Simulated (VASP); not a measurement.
Set up this calculation in VASP 6.6.1, as the native input.

* Task: single point
* Functional: PBE
* Potentials or basis: VASP PAW PBE potentials, release 64 (Pt, S)
* Cutoff: 500 eV
* k mesh: 6 × 6 × 4
* Occupations: gaussian, width 0.1 eV
* Spin: no spin polarisation
* Dipole correction: no
* Further INCAR settings: ALGO = Normal; EDIFF = 1e-06; NBANDS = 18

The structure of PtS2 lies in POSCAR:

```
PtS2
1.0
    3.5505553136      0.0000000000      0.0000000000
   -1.7752776568      3.0748710992      0.0000000000
    0.0000000000      0.0000000000      6.1529996485
Pt S
1 2
Direct
    0.0000000000      0.0000000000      0.0000000000
    0.6666666667      0.3333333333      0.7990307773
    0.3333333333      0.6666666667      0.2009692227
```

One way to write it, as run:

INCAR

```
SYSTEM = PtS2
ALGO = Normal
EDIFF = 1E-6
ENCUT = 500
GGA = PE
GGA_COMPAT = .FALSE.
ISIF = 2
ISMEAR = 0
LASPH = .TRUE.
LCHARG = .FALSE.
LREAL = .FALSE.
LWAVE = .FALSE.
NBANDS = 18
NELM = 120
PREC = Accurate
SIGMA = 0.1
```

KPOINTS

```
k-points
0
G
  6 6 4
  0 0 0
```

Potentials or basis: VASP PAW PBE potentials, release 64 (Pt, S).

Run with:

```bash
$ cat potpaw_PBE.64/Pt/POTCAR potpaw_PBE.64/S/POTCAR > POTCAR
$ mpirun -np 1 vasp_std > vasp.out
```

It gave:

```json
{
  "Pressure": "1.0 GPa",
  "Largest force": "0.016 eV/Å",
  "Band gap on the k mesh": "1.72 eV, indirect (least direct gap 1.84 eV)"
}
```

Caveat: spin-orbit coupling is left out, which moves the levels of the heavy elements; this functional lacks dispersion, which binds the layers, so the pressure and a relaxed spacing across them are unreliable.

It took 16 s on 1 thread of Intel(R) Xeon(R) Platinum 8488C (Sapphire Rapids), on a shared host, peak memory 0.19 GiB.
